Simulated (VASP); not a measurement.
# SnSe (I4/mmm) in VASP: notebook

The runs below take SnSe through single point, with PBE+D3(BJ).

All numbers are computed with VASP 6.6.1; they aren't measurements. Logs are shortened: lines on timing, memory, paths and dates and some standing lists are left out, and cuts for length are marked.

## 1. The cell of the first run

It takes space group I4/mmm (No. 139, tetragonal). Conventional cell: a = 4.624 Å, b = 4.624 Å, c = 5.101 Å, α = 90.00°, β = 90.00°, γ = 90.00°. Within 3.4 Å of Sn (site symmetry 4/mmm) lie 6 Se at 2.55 to 3.27 Å. Within 3.4 Å of Se (site symmetry 4/mmm) lie 6 Sn at 2.55 to 3.27 Å.

## 2. Single point, PBE+D3(BJ)

INCAR

```
SYSTEM = SnSe
ALGO = Normal
EDIFF = 1E-6
ENCUT = 520
GGA = PE
ISIF = 2
ISMEAR = 0
IVDW = 12
LASPH = .True.
LCHARG = .False.
LREAL = .False.
LWAVE = .False.
NBANDS = 17
NELM = 80
PREC = Accurate
SIGMA = 0.05
```

KPOINTS

```
k-points
0
Gamma
  12 12 12
  0 0 0
```

POSCAR

```
SnSe
1.0
    0.0000000000      3.2699036899      2.5505248782
    3.2699036899      0.0000000000      2.5505248782
    3.2699036899      3.2699036899      0.0000000000
Sn Se
1 1
Direct
    0.0000000000      0.0000000000      0.0000000000
    0.5000000000      0.5000000000      0.5000000000
```

Potentials or basis: VASP PAW PBE potentials, release 64 (Sn_d, Se).

The run is started by

```
$ cat potpaw_PBE.64/Sn_d/POTCAR potpaw_PBE.64/Se/POTCAR > POTCAR
$ mpirun -np 1 vasp_std > vasp.out
```

OUTCAR:

```text
SYSTEM = SnSe
   EDIFF = 1E-6
   ENCUT = 520
   GGA = PE
   ISIF = 2
   ISMEAR = 0
   IVDW = 12
   LASPH = .True.
   LREAL = .False.
   NELM = 80
   PREC = Accurate
 IVDW          = 12

 ion  position               nearest neighbor table
   1  0.000  0.000  0.000-   2 2.55   2 2.55   2 3.27   2 3.27   2 3.27   2 3.27
   2  0.500  0.500  0.500-   1 2.55   1 2.55   1 3.27   1 3.27   1 3.27   1 3.27

  LATTYP: Found a body centered tetragonal cell.
 ALAT       =     4.6243421459
 C/A-ratio  =     1.1030865787

  Lattice vectors:

 A1 = (   0.0000000000,  -3.2699036899,  -2.5505248782)
 A2 = (   0.0000000000,   3.2699036899,  -2.5505248782)
 A3 = (   3.2699036899,   0.0000000000,   2.5505248782)

Analysis of symmetry for initial positions (statically):
=====================================================================
 Subroutine PRICEL returns:
 Original cell was already a primitive cell.

 Routine SETGRP: Setting up the symmetry group for a
 body centered tetragonal supercell.

 Subroutine GETGRP returns: Found 16 space group operations
 (whereof 16 operations were pure point group operations)
 out of a pool of 16 trial point group operations.

The static configuration has the point symmetry D_4h.

Analysis of symmetry for dynamics (positions and initial velocities):
=====================================================================
 Subroutine PRICEL returns:
 Original cell was already a primitive cell.

 Routine SETGRP: Setting up the symmetry group for a
 body centered tetragonal supercell.

 Subroutine GETGRP returns: Found 16 space group operations
 (whereof 16 operations were pure point group operations)
 out of a pool of 16 trial point group operations.

The dynamic configuration has the point symmetry D_4h.

 Subroutine INISYM returns: Found 16 space group operations
 (whereof 16 operations are pure point group operations),
 and found     1 'primitive' translations

----------------------------------------------------------------------------------------

                                     Primitive cell

  volume of cell :      54.5418

  direct lattice vectors                    reciprocal lattice vectors
     0.000000000  3.269903690  2.550524878    -0.152909702  0.152909702  0.196038080
     3.269903690  0.000000000  2.550524878     0.152909702 -0.152909702  0.196038080
     3.269903690  3.269903690  0.000000000     0.152909702  0.152909702 -0.196038080

  length of vectors
     4.146980503  4.146980503  4.624342146     0.291879569  0.291879569  0.291879569

  position of ions in fractional coordinates (direct lattice)
     0.000000000  0.000000000  0.000000000
     0.500000000  0.500000000  0.500000000

  ion indices of the primitive-cell ions
   primitive index   ion index
                 1           1
                 2           2

----------------------------------------------------------------------------------------

 KPOINTS: k-points

Automatic generation of k-mesh.
 Grid dimensions read from file:
 generate k-points for:   12   12   12

 Generating k-lattice:

  Cartesian coordinates                     Fractional coordinates (reciprocal lattice)
    -0.012742475  0.012742475  0.016336507     0.083333333  0.000000000  0.000000000
     0.012742475 -0.012742475  0.016336507     0.000000000  0.083333333  0.000000000
     0.012742475  0.012742475 -0.016336507     0.000000000  0.000000000  0.083333333

  Length of vectors
     0.024323297  0.024323297  0.024323297

  Shift w.r.t. Gamma in fractional coordinates (k-lattice)
     0.000000000  0.000000000  0.000000000

 Subroutine IBZKPT returns following result:
 ===========================================

 Found    163 irreducible k-points:

 Following reciprocal coordinates:
            Coordinates               Weight
  0.000000  0.000000  0.000000      1.000000
  0.083333  0.000000  0.000000      8.000000
  0.166667  0.000000  0.000000      8.000000
  0.250000  0.000000  0.000000      8.000000
  0.333333  0.000000  0.000000      8.000000
  0.416667  0.000000  0.000000      8.000000
[... 16 lines left out ...]
  0.500000  0.166667  0.000000      8.000000
 -0.416667  0.166667  0.000000      8.000000
 [... further k-points ...]
   k-points           NKPTS =    163   k-points in BZ     NKDIM =    163   number of bands    NBANDS=     17
   number of dos      NEDOS =    301   number of ions     NIONS =      2
   total plane-waves  NPLWV =  36864
   dimension x,y,z NGX =    32 NGY =   32 NGZ =   36
   dimension x,y,z NGXF=    64 NGYF=   64 NGZF=   72
   ions per type =               1   1
   NGX,Y,Z   is equivalent  to a cutoff of  12.83, 12.83, 12.94 a.u.
   NGXF,Y,Z  is equivalent  to a cutoff of  25.66, 25.66, 25.88 a.u.
 SYSTEM =  SnSe
   PREC   = accura    normal or accurate (medium, high low for compatibility)
   ISTART =      0    job   : 0-new  1-cont  2-samecut
   ICHARG =      2    charge: 1-file 2-atom 10-const
   ISPIN  =      1    spin polarized calculation?
   LNONCOLLINEAR =      F non collinear calculations
   LSORBIT =      F    spin-orbit coupling
   LASPH  =      T    aspherical Exc in radial PAW
   ENCUT  =  520.0 eV  38.22 Ry    6.18 a.u.   7.71  7.71  8.60*2*pi/ulx,y,z
   NELM   =     80;   NELMIN=  2; NELMDL= -5     # of ELM steps
   EDIFF  = 0.1E-05   stopping-criterion for ELM
   LREAL  =      F    real-space projection
   EDIFFG = 0.1E-04   stopping-criterion for IOM
   NSW    =      0    number of steps for IOM
   IBRION =     -1    ionic relax: 0-MD 1-quasi-New 2-CG
   NFREE  =      0    steps in history (QN), initial steepest desc. (CG)
   ISIF   =      2    stress and relaxation
   ISYM   =      2    0-nonsym 1-usesym 2-fastsym
   POTIM  = 0.5000    time-step for ionic-motion
   TEBEG  =    0.0;   TEEND  =   0.0 temperature during run
   PSTRESS=    0.0 pullay stress
   NELECT =      20.0000    total number of electrons
   NUPDOWN=      -1.0000    fix difference up-down
   EMIN   =  10.00;   EMAX   =-10.00  energy-range for DOS
   EFERMI =   0.00;   METHOD = LEGACY
   ISMEAR =     0;   SIGMA  =   0.05  broadening in eV -4-tet -1-fermi 0-gaus
   EFERMI_NEDOS =   21; number of points for ismear=-14 and -15
   IALGO  =     38    algorithm
   IMIX   =      4    mixing-type and parameters
     AMIX     =   0.40;   BMIX     =  1.00
     AMIX_MAG =   1.60;   BMIX_MAG =  1.00
  volume/ion in A,a.u.               =      27.27       184.03
  Fermi-wavevector in a.u.,A,eV,Ry     =   1.171768  2.214321 18.681350  1.373040
  Thomas-Fermi vector in A             =   2.308207
   LORBIT       =      0    0 simple, 1 ext, 2 COOP (PROOUT), +10 PAW based schemes
   GGA     = PE    functional components
   LHFCALC =     F    Hartree Fock is set to
   AEXX    =    0.0000 exact exchange contribution
   IVDW    =    12    specifies the selected vdW correction
   LEPSILON=     F    determine dielectric tensor
   LRPA    =     F    only Hartree local field effects (RPA)
 non-spin polarized calculation
 Gauss-broadening in eV      SIGMA  =   0.05
  energy-cutoff  :      520.00
  volume of cell :       54.54
 maximum number of plane-waves:      1505
   NGX = 15   NGY = 15   NGZ = 17

 number of electron      19.9999999 magnetization

 Free energy of the ion-electron system (eV)
  ---------------------------------------------------
  ext. energy  EPLUGINS =         0.00000000
  ---------------------------------------------------
  free energy    TOTEN  =        -7.21740056 eV

  energy without entropy =       -7.21569891  energy(sigma->0) =       -7.21654973

 E-fermi :   6.1172     XC(G=0):  -9.5449

 val. band max:        6.1154317771   @ k =   0.3333   0.1667   0.0833
 cond. band min:       6.1294842827   @ k =   0.5000   0.1667   0.0833
 fundamental gap:      0.0140525055
 Fermi energy:         6.1172114568

 k-point     1 :       0.0000    0.0000    0.0000
  band No.  band energies     occupation
      1     -16.1375      2.00000
      2     -16.0920      2.00000
      3     -16.0838      2.00000
      4     -16.0582      2.00000
      5     -16.0582      2.00000
      6      -8.6789      2.00000
[... 9 lines left out ...]
     16      12.0338      0.00000
     17      12.9612      0.00000

 k-point     2 :       0.0833    0.0000    0.0000
  band No.  band energies     occupation
      1     -16.1370      2.00000
      2     -16.0916      2.00000
      3     -16.0839      2.00000
      4     -16.0576      2.00000
      5     -16.0575      2.00000
      6      -8.6330      2.00000
[... 9 lines left out ...]
     16      12.3981      0.00000
     17      12.7048      0.00000

 k-point     3 :       0.1667    0.0000    0.0000
  band No.  band energies     occupation
      1     -16.1357      2.00000
      2     -16.0907      2.00000
      3     -16.0843      2.00000
      4     -16.0561      2.00000
      5     -16.0553      2.00000
      6      -8.5008      2.00000
[... 9 lines left out ...]
     16      12.9604      0.00000
     17      13.3708      0.00000

 k-point     4 :       0.2500    0.0000    0.0000
  band No.  band energies     occupation
      1     -16.1340      2.00000
      2     -16.0901      2.00000
      3     -16.0849      2.00000
      4     -16.0539      2.00000
      5     -16.0518      2.00000
      6      -8.3016      2.00000
[... 9 lines left out ...]
     16      13.2328      0.00000
     17      14.6101      0.00000
[... 343 lines left out ...]
      1     -16.1377      2.00000
      2     -16.0888      2.00000
      3     -16.0851      2.00000
      4     -16.0469      2.00000
      5     -16.0436      2.00000
      6      -7.7471      2.00000
[... 9 lines left out ...]
     16      15.5483      0.00000
     17      17.6236      0.00000

 k-point    23 :       0.5000    0.1667    0.0000
  band No.  band energies     occupation
      1     -16.1437      2.00000
      2     -16.0883      2.00000
      3     -16.0855      2.00000
      4     -16.0460      2.00000
      5     -16.0420      2.00000
      6      -7.6615      2.00000
[... 9 lines left out ...]
     16      16.1922      0.00000
     17      17.3719      0.00000

 k-point    24 :      -0.4167    0.1667    0.0000
  band No.  band energies     occupation
      1     -16.1487      2.00000
      2     -16.0872      2.00000
      3     -16.0860      2.00000
      4     -16.0465      2.00000
      5     -16.0427      2.00000
      6      -7.7193      2.00000
[... 9 lines left out ...]
     16      14.7719      0.00000
     17      17.0890      0.00000

 [... further k-points ...]

------------------------ aborting loop because EDIFF is reached ----------------------------------------

 Edisp (eV)   -0.70773

 E8    (eV) :    -0.3188

  FORCE on cell =-STRESS in cart. coord.  units (eV):
  Direction    XX          YY          ZZ          XY          YZ          ZX
  --------------------------------------------------------------------------------------
  -------------------------------------------------------------------------------------
  Total      -1.62019    -1.62019    10.10556     0.00000     0.00000    -0.00000
  in kB     -47.59358   -47.59358   296.85296     0.00000     0.00000    -0.00000
  external pressure =       67.22 kB  Pullay stress =        0.00 kB

 VOLUME and BASIS-vectors are now :
 -----------------------------------------------------------------------------
  energy-cutoff  :      520.00
  volume of cell :       54.54
      direct lattice vectors                 reciprocal lattice vectors
     0.000000000  3.269903690  2.550524878    -0.152909702  0.152909702  0.196038080
     3.269903690  0.000000000  2.550524878     0.152909702 -0.152909702  0.196038080
     3.269903690  3.269903690  0.000000000     0.152909702  0.152909702 -0.196038080

 POSITION                                       TOTAL-FORCE (eV/Angst)
 -----------------------------------------------------------------------------------
      0.00000      0.00000      0.00000         0.000000     -0.000000      0.000000
      3.26990      3.26990      2.55052        -0.000000      0.000000      0.000000
 -----------------------------------------------------------------------------------
    total drift:                                0.000000     -0.000000     -0.000000

  FREE ENERGIE OF THE ION-ELECTRON SYSTEM (eV)
  ---------------------------------------------------
  free  energy   TOTEN  =        -7.9251325415 eV

  energy  without entropy=       -7.9234308930  energy(sigma->0) =       -7.92428172
```

Run time: 2.7 min. Hardware: 1 thread of Intel Xeon 8259CL, shared host; peak memory 0.31 GiB.

What came out:

* Free energy: -7.9251 eV
* Pressure: 6.7 GPa
* Band gap on the k mesh: zero (bands 10 and 11 overlap by 0.88 eV)
* Dispersion energy per atom: -0.354 eV

Caveat: the stress differs along the axes, from -5 to 30 GPa; spin-orbit coupling is left out, which moves the levels of the heavy elements.

## 3. Single point, PBE+D3(BJ)

This run uses another cell than the first one, of the same volume but with other edges.

INCAR

```
  ALGO = Normal
  EDIFF = 1E-6
  ENCUT = 520
  GGA = PE
  ISIF = 2
  ISMEAR = 0
  IVDW = 12
  LASPH = T
  LCHARG = F
  LREAL = F
  LWAVE = F
  NBANDS = 17
  NELM = 100
  PREC = Accurate
  SIGMA = 0.05
```

KPOINTS

```
k-points
0
Gamma
  12 12 12
```

POSCAR

```
SnSe
1.0
    0.0000000000      2.7579435845      3.5853266598
    2.7579435845      0.0000000000      3.5853266598
    2.7579435845      2.7579435845      0.0000000000
Sn Se
1 1
Direct
    0.0000000000      0.0000000000      0.0000000000
    0.5000000000      0.5000000000      0.5000000000
```

Potentials or basis: VASP PAW PBE potentials, release 64 (Sn_d, Se).

The run is started by

```
$ cat potpaw_PBE.64/Sn_d/POTCAR potpaw_PBE.64/Se/POTCAR > POTCAR
$ mpirun -np 1 vasp_std > vasp.out
```

Run time: 3 min. Hardware: 1 thread of Intel Xeon 8259CL, shared host; peak memory 0.31 GiB.

It converged, with:

* Free energy: -8.2306 eV
* Pressure: 6.3 GPa
* Band gap on the k mesh: zero (bands 10 and 11 overlap by 0.89 eV)
* Dispersion energy per atom: -0.350 eV

Stress tensor (GPa, compression positive):
```
12.86  0.00  0.00
 0.00 12.86  0.00
 0.00  0.00 -6.95
```

Levels at points of the mesh, in eV from the Fermi level:
```csv
k point,band 6,band 7,band 8,band 9,band 10,band 11,band 12,band 13,band 14,band 15
"(0.00, 0.00, 0.00)",-14.49,-4.85,-3.25,-3.25,-2.09,2.07,4.40,4.59,6.28,6.28
"(0.50, 0.00, 0.00)",-13.50,-8.73,-2.61,-2.01,-0.51,1.09,1.17,1.65,7.73,9.78
"(0.50, 0.50, 0.00)",-13.95,-5.49,-5.12,-3.74,-3.74,3.30,3.98,6.43,6.43,10.70
"(0.50, 0.00, 0.50)",-12.80,-6.36,-6.19,-5.51,-2.82,2.44,2.80,6.88,7.94,8.20
```

Caveat: the stress differs along the axes, from -7 to 13 GPa; spin-orbit coupling is left out, which moves the levels of the heavy elements.

(Part 1 of 2 ends here.)

The gap in the log of VASP goes by the Fermi energy; the results here count the filled bands.